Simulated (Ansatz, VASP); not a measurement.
## SrO: VASP beside Ansatz

Contents of INCAR:

```
ALGO     = Normal         # electronic algorithm
EDIFF    = 1E-6           # SCF threshold, eV
ENCUT    = 520            # plane-wave cutoff, eV
GGA      = PS             # functional
GGA_COMPAT= False        
ISIF     = 2              # what is computed and relaxed
ISMEAR   = 0              # smearing method
LASPH    = True           # aspherical terms in the spheres
LCHARG   = False          # write CHGCAR
LORBIT   = 11             # projections on sites
LORBMOM  = True         
LREAL    = False          # projectors in reciprocal space
LSORBIT  = True           # spin-orbit coupling
LWAVE    = False          # write WAVECAR
MAGMOM   = 0 0 0 0 0 0    # initial moments
NBANDS   = 28             # bands
NELM     = 150            # most SCF steps
PREC     = Accurate       # precision mode
SIGMA    = 0.01           # smearing width, eV
```

The input KPOINTS:

```
k-points
0
Gamma
  8 8 8
```

POSCAR

```
SrO
1.0
    0.0000000000      2.5742511309      2.5742511309
    2.5742511309      0.0000000000      2.5742511309
    2.5742511309      2.5742511309      0.0000000000
Sr O
1 1
Direct
    0.5000000000      0.5000000000      0.5000000000
    0.0000000000      0.0000000000      0.0000000000
```

Input for Ansatz:

```yaml
crystal:
  lattice:
    - [0.0, 2.57425113094, 2.57425113094]
    - [2.57425113094, 0.0, 2.57425113094]
    - [2.57425113094, 2.57425113094, 0.0]
  atoms:
    - { symbol: Sr, position: [0.5, 0.5, 0.5] }
    - { symbol: O, position: [0.0, 0.0, 0.0] }
kpoints:
  mp_grid: { grid: [8, 8, 8] }
scf:
  occupations: { method: fixed }
  convergence: { dr2_threshold: 1.0e-10 }
hamiltonian:
  xc: pbesol
  pseudopotentials: { kind: all_electron, lapw: { basis_error: 0.0005 } }
magnetization:
  noncollinear: true
  spin_orbit: true
output:
  forces: true
  stress: true
  eigenstates:
    kpoints:
      - [0.0, 0.0, 0.0]
      - [0.0, -0.5, -0.5]
      - [-0.5, 0.0, -0.5]
      - [-0.5, -0.5, 0.0]
      - [-0.5, 0.0, 0.0]
      - [0.0, -0.5, 0.0]
      - [0.0, 0.0, -0.5]
      - [-0.5, -0.5, -0.5]
  eigenvalues: true
```

Alike in both runs: task single point; functional PBEsol; k mesh 8 × 8 × 8; non-collinear spin, spin-orbit coupling.

|  | VASP | Ansatz |
| --- | --- | --- |
| version | VASP 6.6.1 | Ansatz 0.2.0 |
| potentials or method | VASP PAW PBE potentials, release 64 (Sr_sv, O), cutoff 520 eV | all-electron LAPW |
| occupations | gaussian, width 0.01 eV | fixed |

```tsv
	VASP	Ansatz	Ansatz less VASP
pressure (GPa)	-0.8	-1.4	-0.57
net moment per atom (μB)	0.00	0.00	0.000
```

VASP's potentials were made for PBE, not for PBEsol. Ansatz ran all-electron here, and VASP with PAW potentials.
